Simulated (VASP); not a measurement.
Crystal: CO2.

```
C O
1.0
     5.62000    0.00000    0.00000
     0.00000    5.62000    0.00000
     0.00000    0.00000    5.62000
C O
4 8
Direct
  0.00000 0.00000 0.00000
  0.50000 0.00000 0.50000
  0.50000 0.50000 0.00000
  0.00000 0.50000 0.50000
  0.10800 0.10800 0.10800
  0.39200 0.89200 0.60800
  0.60800 0.39200 0.89200
  0.89200 0.60800 0.39200
  0.89200 0.89200 0.89200
  0.60800 0.10800 0.39200
  0.39200 0.60800 0.10800
  0.10800 0.39200 0.60800
```

* Program: VASP 6.6.1
* Task: relaxation of the atoms
* Functional: PBE
* Potentials or basis: VASP PAW PBE potentials, release 64 (C, O)
* Cutoff: 520 eV
* k mesh: 4 × 4 × 4
* Occupations: fermi-dirac, width 0.02 eV
* Spin: no spin polarisation

At the start: pressure 50.0 GPa; volume 14.79 Å³/atom.

Problem. How do energy, volume and symmetry change on relaxing?

Solution. Over 22 steps the energy falls by 702.3 meV/atom; space group Pa-3 (No. 205, to 0.05 Å).

The path:
```csv
step,energy change (eV),largest force (eV/Å),pressure (GPa)
1,0.0000,19.6872,49.98
2,43.0276,2.7123,-27.58
3,39.5436,4.9687,-31.26
4,30.5569,8.3590,-35.90
5,3.0173,10.5594,-32.80
6,-7.7186,3.8748,-9.95
7,-8.0565,3.3172,10.02
8,-8.4196,0.4550,-0.18
9,-8.4278,0.0451,0.96
10,-8.4261,0.2119,1.67
11,-8.4263,0.2028,1.64
12,-8.4267,0.1731,1.57
13,-8.4267,0.1734,1.57
14,-8.4267,0.1727,1.56
15,-8.4267,0.1717,1.56
16,-8.4268,0.1695,1.55
17,-8.4268,0.1648,1.54
18,-8.4269,0.1554,1.51
19,-8.4272,0.1366,1.46
20,-8.4275,0.0964,1.36
21,-8.4278,0.0204,1.15
22,-8.4279,0.0010,1.08
```

Final structure:
```
C O
1.0
     5.62000    0.00000    0.00000
     0.00000    5.62000    0.00000
     0.00000    0.00000    5.62000
C O
4 8
Direct
  0.00000 0.00000 0.00000
  0.50000 0.00000 0.50000
  0.50000 0.50000 0.00000
  0.00000 0.50000 0.50000
  0.12065 0.12065 0.12065
  0.37935 0.87935 0.62065
  0.62065 0.37935 0.87935
  0.87935 0.62065 0.37935
  0.87935 0.87935 0.87935
  0.62065 0.12065 0.37935
  0.37935 0.62065 0.12065
  0.12065 0.37935 0.62065
```
